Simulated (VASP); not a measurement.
NaI, 4 atoms in the cell. The typed cell holds 4 atoms: a = 4.772 Å, b = 4.102 Å, c = 7.270 Å, α = 90.00°, β = 90.00°, γ = 90.00°.  This cell differs from its parent crystal: engineering shear strain xz +0.0000, normal strain along z +0.0733.

| Property | Result |
| --- | --- |
| Program | VASP 6.6.1 |
| Task | single point |
| Functional | PBE |
| Dispersion | D3(BJ) |
| Potentials or basis | VASP PAW PBE potentials, release 64 (Na_pv, I) |
| Cutoff | 520 eV |
| k mesh | 6 × 8 × 4 |
| Occupations | gaussian, width 0.05 eV |
| Spin | no spin polarisation |
| Dipole correction | no |
| Further INCAR settings | ALGO = Normal; EDIFF = 1e-07; NBANDS = 22 |

Potentials or basis: VASP PAW PBE potentials, release 64 (Na_pv, I).

Command:

```bash
$ cat potpaw_PBE.64/Na_pv/POTCAR potpaw_PBE.64/I/POTCAR > POTCAR
$ mpirun -np 1 vasp_std > vasp.out
```

Hardware: 1 thread of Intel Xeon 8259CL (shared host).

Task: How long does it take, and how much memory?

Result: It took 3.2 min on 1 thread of Intel Xeon 8259CL, with other jobs on the host, peak memory 0.34 GiB. Counts: scf iterations 14, k points 60.
